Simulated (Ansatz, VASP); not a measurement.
# Two plane-wave programs on Ta

File INCAR:

```
SYSTEM = Ta
  ALGO = Normal
  EDIFF = 1E-6
  ENCUT = 520
  GGA = PE
  ISIF = 2
  ISMEAR = 0
  LASPH = .TRUE.
  LCHARG = .FALSE.
  LREAL = .FALSE.
  LWAVE = .FALSE.
  NBANDS = 12
  NELM = 60
  PREC = Accurate
  SIGMA = 0.15
```

The input KPOINTS:

```
k-points
0
G
  20 20 20
  0 0 0
```

File POSCAR:

```
Ta
1.0
   -1.7008184000      1.7008184000      1.6265108000
    1.7008184000     -1.7008184000      1.6265108000
    1.7008184000      1.7008184000     -1.6265108000
Ta
1
Direct
    0.0000000000      0.0000000000      0.0000000000
```

Input for Ansatz:

```yaml
crystal:
  lattice:
    - [-1.7008184, 1.7008184, 1.6265108]
    - [1.7008184, -1.7008184, 1.6265108]
    - [1.7008184, 1.7008184, -1.6265108]
  atoms:
    - { symbol: Ta, position: [0.0, 0.0, 0.0] }
basis:
  ecutwfc: 420
kpoints:
  mp_grid: { grid: [20, 20, 20] }
hamiltonian:
  xc: pbe
scf:
  occupations: { method: gaussian, width: 0.15 }
output:
  forces: true
  stress: true
  eigenvalues: true
  write_density: true
  write_potential: true
  elf: true
  volumetric_format: npy
```

Change from the starting cell: strain +0.030 along x and y, -0.015 along z, atoms carried along.

Alike in both runs: task single point; functional PBE; k mesh 20 × 20 × 20; occupations gaussian, width 0.15 eV; no spin polarisation.

|  | VASP | Ansatz |
| --- | --- | --- |
| version | VASP 6.6.1 | Ansatz 0.2.0 |
| potentials or method | VASP PAW PBE potentials, release 64 (Ta_pv), cutoff 520 eV | scalar-relativistic, plane waves, PAW |
| valence electrons in the cell | 11 | 13 |

VASP gave:

| Quantity | Value |
| --- | --- |
| gap on the k mesh at the Fermi level (eV) | none |
| pressure (GPa) | -5.0 |
| traceless stress, the component that is largest in VASP (GPa) | 2.78 |

**Question.** Which values does Ansatz return?

**Answer.** gap on the k mesh at the Fermi level (eV): none; pressure (GPa): -5.1; traceless stress, the component that is largest in VASP (GPa): 2.79.

A gap of «none» marks a metal or a gap that the smearing closes. VASP's potentials hold 11 valence electrons a cell and Ansatz's 13, so a difference there can come from the potentials and not from the codes.

Spin-orbit coupling is off throughout.
